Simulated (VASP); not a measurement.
Here is a VASP 6.6.1 calculation.

File INCAR:

```
SYSTEM = ReBi
PREC     = Accurate       ! precision mode
ENCUT    = 520            ! plane-wave cutoff, eV
EDIFF    = 1E-6           ! SCF threshold, eV
ISMEAR   = 0              ! smearing method
SIGMA    = 0.05           ! smearing width, eV
LREAL    = .FALSE.        ! projectors in reciprocal space
LASPH    = .TRUE.         ! aspherical terms in the spheres
NELM     = 100            ! most SCF steps
ALGO     = Normal         ! electronic algorithm
ISIF     = 2              ! what is computed and relaxed
LWAVE    = .FALSE.        ! write WAVECAR
LCHARG   = .FALSE.        ! write CHGCAR
GGA      = PE             ! functional
NBANDS   = 18             ! bands
```

File KPOINTS:

```
Automatic mesh
0
G
  10 10 10
  0 0 0
```

Contents of POSCAR:

```
ReBi
1.0
    0.0000000000      3.0516674899      3.0516674899
    3.0516674899      0.0000000000      3.0516674899
    3.0516674899      3.0516674899      0.0000000000
Re Bi
1 1
Direct
    0.0000000000      0.0000000000      0.0000000000
    0.2500000000      0.2500000000      0.2500000000
```

Potentials or basis: VASP PAW PBE potentials, release 64 (Re, Bi_d).

Launch:

```bash
$ cat potpaw_PBE.64/Re/POTCAR potpaw_PBE.64/Bi_d/POTCAR > POTCAR
$ mpirun -np 1 vasp_std > vasp.out
```

Problem. What does it give for the pressure?

Solution. 5.2 GPa.
